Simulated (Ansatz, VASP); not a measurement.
## One calculation of Ge2Sb3Se, two programs

The input INCAR:

```
ALGO = Normal ; EDIFF = 1E-6
EDIFFG = -0.04 ; ENCUT = 600
GGA = PE ; IBRION = 2
ISIF = 3 ; ISMEAR = 0
LASPH = True ; LCHARG = False
LREAL = False ; LWAVE = False
NELM = 100 ; NSW = 90
PREC = Accurate ; SIGMA = 0.1
```

KPOINTS

```
k-points
0
Gamma
  4 4 2
```

File POSCAR:

```
Ge2Sb3Se
1.0
    4.3196536000      0.0000000000      0.0000000000
    0.0000000000      4.3196536000      0.0000000000
    0.0000000000      0.0000000000      8.0842884100
Ge Sb Se
2 3 1
Direct
    0.0000000000      0.5000000000      0.5000000000
    0.5000000000      0.0000000000      0.5000000000
    0.5000000000      0.5000000000      0.5000000000
    0.0000000000      0.5000000000      0.0000000000
    0.5000000000      0.0000000000      0.0000000000
    0.5000000000      0.5000000000      0.0000000000
```

Input for Ansatz:

```yaml
crystal:
  lattice:
    - [4.3196536, 0.0, 0.0]
    - [0.0, 4.3196536, 0.0]
    - [0.0, 0.0, 8.08428841]
  atoms:
    - { symbol: Ge, position: [0.0, 0.5, 0.5] }
    - { symbol: Ge, position: [0.5, 0.0, 0.5] }
    - { symbol: Sb, position: [0.5, 0.5, 0.5] }
    - { symbol: Sb, position: [0.0, 0.5, 0.0] }
    - { symbol: Sb, position: [0.5, 0.0, 0.0] }
    - { symbol: Se, position: [0.5, 0.5, 0.0] }
basis:
  ecutwfc: 420
kpoints:
  mp_grid: { grid: [4, 4, 2] }
hamiltonian:
  xc: pbe
scf:
  occupations: { method: gaussian, width: 0.1 }
  lower_state_search: "off"
output:
  forces: true
  stress: true
  eigenvalues: true
relax:
  adjacent_minimum: "off"
  f_tol: 0.04
  max_steps: 70
  cell: { stress_tol: 0.4 }
```

Alike in both runs: task relaxation of cell and atoms; functional PBE; k mesh 4 × 4 × 2; occupations gaussian, width 0.1 eV; no spin polarisation.

|  | VASP | Ansatz |
| --- | --- | --- |
| version | VASP 6.6.1 | Ansatz 0.2.0 |
| potentials or method | VASP PAW PBE potentials, release 64 (Ge_d, Sb, Se), cutoff 600 eV | scalar-relativistic, plane waves, PAW |
| valence electrons in the cell | 49 | 89 |

|  | VASP | Ansatz | Ansatz less VASP |
| --- | --- | --- | --- |
| gap on the k mesh at the Fermi level, each at its own relaxed structure (eV) | none | none | - |
| relaxed volume (Å³/atom) | 30.92 | 30.91 | -0.018 |
| relaxed length of the cell vector where the two differ most in proportion (Å) | 5.647 | 5.645 | -0.0021 |

A gap of «none» marks a metal or a gap that the smearing closes. VASP's potentials hold 49 valence electrons a cell and Ansatz's 89, so a difference there can come from the potentials and not from the codes.

The k mesh is coarse, so the values compare programs but aren't converged. Spin-orbit coupling is off throughout. Noted on VASP's run: the volume moved by over 15 % at a fixed basis, so the end points are rough.
